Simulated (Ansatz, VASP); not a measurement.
## BaTiO3 in VASP and in Ansatz

```
Ba Ti O
1.0
     2.94376    1.69958    2.22889
    -2.94376    1.69958    2.22889
     0.00000   -3.39916    2.22889
Ba Ti O
1 1 3
Direct
  0.00495 0.00495 0.00495
  0.51919 0.51919 0.51919
  0.48839 0.48839 0.97777
  0.48839 0.97777 0.48839
  0.97777 0.48839 0.48839
```

Alike in both runs: task single point; functional PBE; k mesh 6 × 6 × 6; occupations gaussian, width 0.05 eV; no spin polarisation.

|  | VASP | Ansatz |
| --- | --- | --- |
| version | VASP 6.6.1 | Ansatz 0.2.0 |
| potentials or method | VASP PAW PBE potentials, release 64 (Ba_sv, Ti_sv, O), cutoff 520 eV | scalar-relativistic, plane waves, PAW |
| valence electrons in the cell | 40 | 40 |

```csv
,VASP,Ansatz,Ansatz less VASP
gap on the k mesh at the Fermi level (eV),2.39,2.43,+0.042
least direct gap on the mesh (eV),2.89,2.91,+0.024
pressure (GPa),1.2,-0.5,-1.61
"traceless stress, the component that is largest in VASP (GPa)",11.86,11.61,-0.251
rms of the force components (eV/Å),0.125,0.118,-0.0068
```

Atom by atom the forces differ by 0.035 eV/Å (rms over components). The functional is the same, so the differences come from potentials, cutoffs and numerics.

Spin-orbit coupling is off throughout.
